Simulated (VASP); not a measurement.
Here is a VASP 6.6.1 calculation.

The input INCAR:

```
SYSTEM = Pd
  PREC = Accurate
  ENCUT = 520
  EDIFF = 1E-6
  ISMEAR = 0
  SIGMA = 0.1
  LREAL = .False.
  LASPH = .True.
  NELM = 80
  ALGO = Normal
  ISIF = 2
  LWAVE = .False.
  LCHARG = .False.
  LDIPOL = .True.
  IDIPOL = 3
  DIPOL = 0.5 0.5 0.414
  GGA = PE
  NBANDS = 72
```

KPOINTS

```
regular mesh
0
Gamma
  4 4 1
  0 0 0
```

The input POSCAR:

```
Pd
1.0
    5.5751888427      0.0000000000      0.0000000000
   -2.7875944213      4.8282551686      0.0000000000
    0.0000000000      0.0000000000     24.8828226281
Pd
12
Direct
    0.3333333333      0.1666666667      0.3215069335
    0.3333333333      0.6666666667      0.3215069335
    0.8333333333      0.1666666667      0.3215069335
    0.8333333333      0.6666666667      0.3215069335
    0.6627395599      0.3366281302      0.4152322476
    0.6639887701      0.8348523632      0.4123641179
    0.1644654766      0.3355257081      0.4123517738
    0.1655034889      0.8341527434      0.4134557279
   -0.0128748682      0.4998865403      0.5059607708
   -0.0034863147      0.0030036581      0.5019651478
    0.4903159080      0.5091591136      0.5087539929
    0.4996700265      0.0122980810      0.5060003556
```

Potentials or basis: VASP PAW PBE potentials, release 64 (Pd).

The run is started by

```console
$ cat potpaw_PBE.64/Pd/POTCAR > POTCAR
$ mpirun -np 1 vasp_std > vasp.out
```

Question: Predict the largest force.

Answer: 0.297 eV/Å.

Question: Predict the band gap on the k mesh.

Answer: Zero (band 60 reaches -1.04 eV, above the bottom of band 61 at -1.43 eV).

Forces on the atoms (eV/Å):
```
Pd   0.064  0.011  0.028
Pd  -0.031  0.017 -0.008
Pd  -0.073  0.040 -0.061
Pd   0.022 -0.063  0.027
Pd  -0.019  0.014 -0.206
Pd  -0.072 -0.045  0.205
Pd   0.010  0.086  0.206
Pd   0.036 -0.023 -0.054
Pd   0.201  0.206 -0.036
Pd  -0.101  0.058  0.231
Pd   0.042 -0.026 -0.293
Pd  -0.080 -0.276 -0.038
```
